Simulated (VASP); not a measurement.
# Ti2C (R-3m) in VASP: a series of runs

Ti2C is run at these levels: r2SCAN, LDA; tasks: single point.

All numbers are computed with VASP 6.6.1; they aren't measurements. Logs are shortened: lines on timing, memory, paths and dates and some standing lists are left out, and cuts for length are marked.

### Step 1. The cell of the first run

Symmetry: R-3m, No. 166, trigonal system. Conventional cell: a = 3.084 Å, b = 3.084 Å, c = 14.482 Å, α = 90.00°, β = 90.00°, γ = 120.00°. Ti (site symmetry 3m) has 3 C at 2.11 Å and 3 Ti at 2.89 Å within 2.9 Å. C (site symmetry -3m) has 6 Ti at 2.11 Å within 2.8 Å.

### Step 2. Single point, r2SCAN

The input, POSCAR:

```
Ti2C
1.0
    1.5417572175      0.8901339445      4.8273270015
   -1.5417572175      0.8901339445      4.8273270015
    0.0000000000     -1.7802678891      4.8273270015
Ti C
2 1
Direct
    0.2453083651      0.2453083651      0.2453083651
    0.7546916349      0.7546916349      0.7546916349
    0.5000000000      0.5000000000      0.5000000000
```

The input, INCAR.step1:

```
SYSTEM = Ti2C
ALGO     = Normal         ! electronic algorithm
EDIFF    = 1E-4           ! SCF threshold, eV
ENCUT    = 520            ! plane-wave cutoff, eV
GGA      = PE             ! functional
ISMEAR   = 0              ! smearing method
LASPH    = .True.         ! aspherical terms in the spheres
LCHARG   = .False.        ! write CHGCAR
LREAL    = .False.        ! projectors in reciprocal space
LWAVE    = .True.         ! write WAVECAR
NBANDS   = 21             ! bands
NELM     = 60             ! most SCF steps
PREC     = Accurate       ! precision mode
SIGMA    = 0.1            ! smearing width, eV
```

The input, INCAR.step2:

```
SYSTEM = Ti2C
ALGO     = Normal         ! electronic algorithm
EDIFF    = 1E-7           ! SCF threshold, eV
ENCUT    = 520            ! plane-wave cutoff, eV
ISIF     = 2              ! what is computed and relaxed
ISMEAR   = 0              ! smearing method
ISTART   = 1            
LASPH    = .True.         ! aspherical terms in the spheres
LCHARG   = .False.        ! write CHGCAR
LMIXTAU  = .True.       
LREAL    = .False.        ! projectors in reciprocal space
LWAVE    = .False.        ! write WAVECAR
METAGGA  = R2SCAN         ! meta-GGA
NBANDS   = 21             ! bands
NELM     = 60             ! most SCF steps
PREC     = Accurate       ! precision mode
SIGMA    = 0.1            ! smearing width, eV
```

The input, KPOINTS:

```
k-points
0
Gamma
  18 18 18
  0 0 0
```

Potentials or basis: VASP PAW PBE potentials, release 64 (Ti_sv, C).

The run is started by

```sh
cat potpaw_PBE.64/Ti_sv/POTCAR potpaw_PBE.64/C/POTCAR > POTCAR
cp INCAR.step1 INCAR
mpirun -np 1 vasp_std > vasp.out
cp INCAR.step2 INCAR
mpirun -np 1 vasp_std > vasp.out
```

OUTCAR:

```text
SYSTEM = Ti2C
   EDIFF = 1E-7
   ENCUT = 520
   ISIF = 2
   ISMEAR = 0
   ISTART = 1
   LASPH = .True.
   LREAL = .False.
   METAGGA = R2SCAN
   NELM = 60
   PREC = Accurate

 ion  position               nearest neighbor table
   1  0.245  0.245  0.245-   3 2.11   3 2.11   3 2.11   2 2.89   2 2.89   2 2.89
   2  0.755  0.755  0.755-   3 2.11   3 2.11   3 2.11   1 2.89   1 2.89   1 2.89
   3  0.500  0.500  0.500-   1 2.11   2 2.11   1 2.11   1 2.11   2 2.11   2 2.11

  LATTYP: Found a trigonal (rhomboedric) cell.
 ALAT       =     5.1451374847
 COS(alpha) =     0.8204158482

  Lattice vectors:

 A1 = (   1.5417572175,   0.8901339445,   4.8273270015)
 A2 = (  -1.5417572175,   0.8901339445,   4.8273270015)
 A3 = (   0.0000000000,  -1.7802678891,   4.8273270015)

Analysis of symmetry for initial positions (statically):
=====================================================================
 Subroutine PRICEL returns:
 Original cell was already a primitive cell.

 Routine SETGRP: Setting up the symmetry group for a
 trigonal (rhombohedral) supercell.

 Subroutine GETGRP returns: Found 12 space group operations
 (whereof 12 operations were pure point group operations)
 out of a pool of 12 trial point group operations.

The static configuration has the point symmetry D_3d.

Analysis of symmetry for dynamics (positions and initial velocities):
=====================================================================
 Subroutine PRICEL returns:
 Original cell was already a primitive cell.

 Routine SETGRP: Setting up the symmetry group for a
 trigonal (rhombohedral) supercell.

 Subroutine GETGRP returns: Found 12 space group operations
 (whereof 12 operations were pure point group operations)
 out of a pool of 12 trial point group operations.

The dynamic configuration has the point symmetry D_3d.

 Subroutine INISYM returns: Found 12 space group operations
 (whereof 12 operations are pure point group operations),
 and found     1 'primitive' translations

----------------------------------------------------------------------------------------

                                     Primitive cell

  volume of cell :      39.7493

  direct lattice vectors                    reciprocal lattice vectors
     1.541757218  0.890133945  4.827327001     0.324305276  0.187237738  0.069051327
    -1.541757218  0.890133945  4.827327001    -0.324305276  0.187237738  0.069051327
     0.000000000 -1.780267889  4.827327001     0.000000000 -0.374475477  0.069051327

  length of vectors
     5.145137485  5.145137485  5.145137485     0.380788614  0.380788614  0.380788614

  position of ions in fractional coordinates (direct lattice)
     0.245308365  0.245308365  0.245308365
     0.754691635  0.754691635  0.754691635
     0.500000000  0.500000000  0.500000000

  ion indices of the primitive-cell ions
   primitive index   ion index
                 1           1
                 2           2
                 3           3

----------------------------------------------------------------------------------------

 KPOINTS: k-points

Automatic generation of k-mesh.
 Grid dimensions read from file:
 generate k-points for:   18   18   18

 Generating k-lattice:

  Cartesian coordinates                     Fractional coordinates (reciprocal lattice)
     0.018016960  0.010402097  0.003836185     0.055555556  0.000000000  0.000000000
    -0.018016960  0.010402097  0.003836185     0.000000000  0.055555556  0.000000000
     0.000000000 -0.020804193  0.003836185     0.000000000  0.000000000  0.055555556

  Length of vectors
     0.021154923  0.021154923  0.021154923

  Shift w.r.t. Gamma in fractional coordinates (k-lattice)
     0.000000000  0.000000000  0.000000000

 Subroutine IBZKPT returns following result:
 ===========================================

 Found    580 irreducible k-points:

 Following reciprocal coordinates:
            Coordinates               Weight
  0.000000  0.000000  0.000000      1.000000
  0.055556 -0.000000  0.000000      6.000000
  0.111111 -0.000000  0.000000      6.000000
  0.166667 -0.000000 -0.000000      6.000000
  0.222222 -0.000000 -0.000000      6.000000
  0.277778 -0.000000 -0.000000      6.000000
[... 16 lines left out ...]
 -0.277778  0.055556  0.000000     12.000000
 -0.222222  0.055556  0.000000     12.000000
 [... further k-points ...]
   k-points           NKPTS =    580   k-points in BZ     NKDIM =    580   number of bands    NBANDS=     21
   number of dos      NEDOS =    301   number of ions     NIONS =      3
   total plane-waves  NPLWV =  64000
   dimension x,y,z NGX =    40 NGY =   40 NGZ =   40
   dimension x,y,z NGXF=    80 NGYF=   80 NGZF=   80
   ions per type =               2   1
   NGX,Y,Z   is equivalent  to a cutoff of  12.92, 12.92, 12.92 a.u.
   NGXF,Y,Z  is equivalent  to a cutoff of  25.85, 25.85, 25.85 a.u.
 SYSTEM =  Ti2C
   PREC   = accura    normal or accurate (medium, high low for compatibility)
   ISTART =      1    job   : 0-new  1-cont  2-samecut
   ICHARG =      0    charge: 1-file 2-atom 10-const
   ISPIN  =      1    spin polarized calculation?
   LNONCOLLINEAR =      F non collinear calculations
   LSORBIT =      F    spin-orbit coupling
   LASPH  =      T    aspherical Exc in radial PAW
   ENCUT  =  520.0 eV  38.22 Ry    6.18 a.u.   9.57  9.57  9.57*2*pi/ulx,y,z
   NELM   =     60;   NELMIN=  2; NELMDL=  0     # of ELM steps
   EDIFF  = 0.1E-06   stopping-criterion for ELM
   LREAL  =      F    real-space projection
   EDIFFG = 0.1E-05   stopping-criterion for IOM
   NSW    =      0    number of steps for IOM
   IBRION =     -1    ionic relax: 0-MD 1-quasi-New 2-CG
   NFREE  =      0    steps in history (QN), initial steepest desc. (CG)
   ISIF   =      2    stress and relaxation
   ISYM   =      2    0-nonsym 1-usesym 2-fastsym
   POTIM  = 0.5000    time-step for ionic-motion
   TEBEG  =    0.0;   TEEND  =   0.0 temperature during run
   PSTRESS=    0.0 pullay stress
   NELECT =      28.0000    total number of electrons
   NUPDOWN=      -1.0000    fix difference up-down
   EMIN   =  10.00;   EMAX   =-10.00  energy-range for DOS
   EFERMI =   0.00;   METHOD = LEGACY
   ISMEAR =     0;   SIGMA  =   0.10  broadening in eV -4-tet -1-fermi 0-gaus
   EFERMI_NEDOS =   21; number of points for ismear=-14 and -15
   IALGO  =     38    algorithm
   IMIX   =      4    mixing-type and parameters
     AMIX     =   0.40;   BMIX     =  1.00
     AMIX_MAG =   1.60;   BMIX_MAG =  1.00
  volume/ion in A,a.u.               =      13.25        89.41
  Fermi-wavevector in a.u.,A,eV,Ry     =   1.456636  2.752643 28.868688  2.121789
  Thomas-Fermi vector in A             =   2.573531
   LORBIT       =      0    0 simple, 1 ext, 2 COOP (PROOUT), +10 PAW based schemes
   METAGGA = R2SCAN    functional components
   LHFCALC =     F    Hartree Fock is set to
   AEXX    =    0.0000 exact exchange contribution
   IVDW    =     0    specifies the selected vdW correction
   LEPSILON=     F    determine dielectric tensor
   LRPA    =     F    only Hartree local field effects (RPA)
 non-spin polarized calculation
 Gauss-broadening in eV      SIGMA  =   0.10
  energy-cutoff  :      520.00
  volume of cell :       39.75
 maximum number of plane-waves:      1086
   NGX = 19   NGY = 19   NGZ = 19

 number of electron      28.0000003 magnetization

 Free energy of the ion-electron system (eV)
  ---------------------------------------------------
  ext. energy  EPLUGINS =         0.00000000
  ---------------------------------------------------
  free energy    TOTEN  =       -38.05561873 eV

  energy without entropy =      -38.04557377  energy(sigma->0) =      -38.05059625

 E-fermi :   8.4634     XC(G=0): -12.6989

 val. band max:        8.4629207520   @ k =  -0.3889  -0.4444   0.3333
 cond. band min:       8.4655237059   @ k =   0.5000   0.3333   0.2222
 fundamental gap:      0.0026029539
 Fermi energy:         8.4633864618

 k-point     1 :       0.0000    0.0000    0.0000
  band No.  band energies     occupation
      1     -50.7432      2.00000
      2     -50.6405      2.00000
      3     -26.2744      2.00000
      4     -25.7495      2.00000
      5     -25.7495      2.00000
      6     -25.6996      2.00000
[... 13 lines left out ...]
     20      11.5729      0.00000
     21      12.6841      0.00000

 k-point     2 :       0.0556   -0.0000    0.0000
  band No.  band energies     occupation
      1     -50.7411      2.00000
      2     -50.6399      2.00000
      3     -26.2689      2.00000
      4     -25.7607      2.00000
      5     -25.7520      2.00000
      6     -25.7013      2.00000
[... 13 lines left out ...]
     20      11.5868      0.00000
     21      12.7470      0.00000

 k-point     3 :       0.1111   -0.0000    0.0000
  band No.  band energies     occupation
      1     -50.7350      2.00000
      2     -50.6383      2.00000
      3     -26.2529      2.00000
      4     -25.7919      2.00000
      5     -25.7593      2.00000
      6     -25.7158      2.00000
[... 13 lines left out ...]
     20      11.6418      0.00000
     21      12.8983      0.00000

 k-point     4 :       0.1667   -0.0000   -0.0000
  band No.  band energies     occupation
      1     -50.7254      2.00000
      2     -50.6361      2.00000
      3     -26.2276      2.00000
      4     -25.8385      2.00000
      5     -25.7704      2.00000
      6     -25.7615      2.00000
[... 13 lines left out ...]
     20      11.7486      0.00000
     21      13.1105      0.00000

 k-point     5 :       0.2222   -0.0000   -0.0000
  band No.  band energies     occupation
      1     -50.7131      2.00000
      2     -50.6337      2.00000
      3     -26.1952      2.00000
      4     -25.8949      2.00000
      5     -25.8159      2.00000
      6     -25.7840      2.00000
[... 13 lines left out ...]
     20      11.8566      0.00000
     21      13.4319      0.00000
[... 382 lines left out ...]
     20      12.0731      0.00000
     21      12.7710      0.00000

 k-point    22 :      -0.3333    0.0556    0.0000
  band No.  band energies     occupation
      1     -50.6781      2.00000
      2     -50.6311      2.00000
      3     -26.1155      2.00000
      4     -26.0305      2.00000
      5     -25.9345      2.00000
      6     -25.8293      2.00000
[... 13 lines left out ...]
     20      12.0081      0.00000
     21      13.2762      0.00000

 k-point    23 :      -0.2778    0.0556    0.0000
  band No.  band energies     occupation
      1     -50.6919      2.00000
      2     -50.6306      2.00000
      3     -26.1440      2.00000
      4     -25.9819      2.00000
      5     -25.9013      2.00000
      6     -25.8113      2.00000
[... 13 lines left out ...]
     20      12.0035      0.00000
     21      13.6597      0.00000

 k-point    24 :      -0.2222    0.0556    0.0000
  band No.  band energies     occupation
      1     -50.7059      2.00000
      2     -50.6318      2.00000
      3     -26.1789      2.00000
      4     -25.9243      2.00000
      5     -25.8548      2.00000
      6     -25.7931      2.00000
[... 13 lines left out ...]
     20      11.9767      0.00000
     21      13.4915      0.00000

 [... further k-points ...]
[... 5 lines left out ...]
  --------------------------------------------------------------------------------------
  -------------------------------------------------------------------------------------
  Total       -0.0764212     -0.0764212     -0.0884683      0.0000000      0.0000000      0.0000000
  in kB       -3.0803131     -3.0803131     -3.5658986      0.0000000      0.0000000      0.0000000
  external PRESSURE =      -3.2421749 kB  Pullay stress =       0.0000000 kB

 VOLUME and BASIS-vectors are now :
 -----------------------------------------------------------------------------
  energy-cutoff  :      520.00
  volume of cell :       39.75
      direct lattice vectors                 reciprocal lattice vectors
     1.541757218  0.890133945  4.827327001     0.324305276  0.187237738  0.069051327
    -1.541757218  0.890133945  4.827327001    -0.324305276  0.187237738  0.069051327
     0.000000000 -1.780267889  4.827327001     0.000000000 -0.374475477  0.069051327

 POSITION                                       TOTAL-FORCE (eV/Angst)
 -----------------------------------------------------------------------------------
      0.00000     -0.00000      3.55255         0.000000     -0.000000      0.002405
      0.00000     -0.00000     10.92943         0.000000      0.000000     -0.002405
      0.00000     -0.00000      7.24099         0.000000     -0.000000      0.000000
 -----------------------------------------------------------------------------------
    total drift:                                0.000000      0.000000     -0.000000

  FREE ENERGIE OF THE ION-ELECTRON SYSTEM (eV)
  ---------------------------------------------------
  free  energy   TOTEN  =       -38.0556187277 eV

  energy  without entropy=      -38.0455737697  energy(sigma->0) =      -38.05059625
```

Wall time 55 min (1 thread of AMD EPYC 9R45 (Zen 5), shared host); peak memory 0.56 GiB.

What came out:

* Free energy: -38.0556 eV
* Pressure: -0.3 GPa
* Band gap on the k mesh: zero (bands 14 and 15 overlap by 1.08 eV)

Forces on the atoms (eV/Å):
```
Ti   0.000  0.000  0.002
Ti   0.000  0.000 -0.002
C    0.000  0.000  0.000
```

Caveat: the PAW data sets were made with another functional, which shifts forces and pressure a little.

(Part 1 of 2 ends here.)
